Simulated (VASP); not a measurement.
A run of VASP 6.6.1:

INCAR

```
SYSTEM = GaP
PREC = Accurate
ENCUT = 520
EDIFF = 1E-7
ISMEAR = 0
SIGMA = 0.03
LREAL = Auto
LASPH = .TRUE.
NELM = 100
ALGO = Normal
ISIF = 2
LWAVE = .FALSE.
LCHARG = .FALSE.
GGA = CA
NBANDS = 86
```

File KPOINTS:

```
regular mesh
0
G
  6 6 6
  0 0 0
```

Contents of POSCAR:

```
GaP
1.0
    6.3603391274      0.0000000000      0.0000000000
    0.0000000000      6.3603391274      0.0000000000
    0.0000000000      0.0000000000      6.3603391274
Ga P
8 8
Direct
    0.1545298194      0.1545298194      0.1545298194
    0.8454701806      0.8454701806      0.8454701806
    0.3454701806      0.8454701806      0.6545298194
    0.6545298194      0.1545298194      0.3454701806
    0.6545298194      0.3454701806      0.8454701806
    0.3454701806      0.6545298194      0.1545298194
    0.8454701806      0.6545298194      0.3454701806
    0.1545298194      0.3454701806      0.6545298194
    0.6387490469      0.6387490469      0.6387490469
    0.3612509531      0.3612509531      0.3612509531
    0.8612509531      0.3612509531      0.1387490469
    0.1387490469      0.6387490469      0.8612509531
    0.1387490469      0.8612509531      0.3612509531
    0.8612509531      0.1387490469      0.6387490469
    0.3612509531      0.1387490469      0.8612509531
    0.6387490469      0.8612509531      0.1387490469
```

Potentials or basis: VASP PAW LDA potentials, release 64 (Ga_d, P).

The run is started by

```console
$ cat potpaw_LDA.64/Ga_d/POTCAR potpaw_LDA.64/P/POTCAR > POTCAR
$ mpirun -np 1 vasp_std > vasp.out
```

Hardware: 1 thread of Intel(R) Xeon(R) Platinum 8259CL CPU @ 2.50GHz (Skylake/Cascade Lake), on a shared host.

Estimate the wall time of this run.

Wall time 12 min on 1 thread of Intel(R) Xeon(R) Platinum 8259CL CPU @ 2.50GHz (Skylake/Cascade Lake), on a shared host, peak memory 0.46 GiB. Counts: scf iterations 16, k points 24.
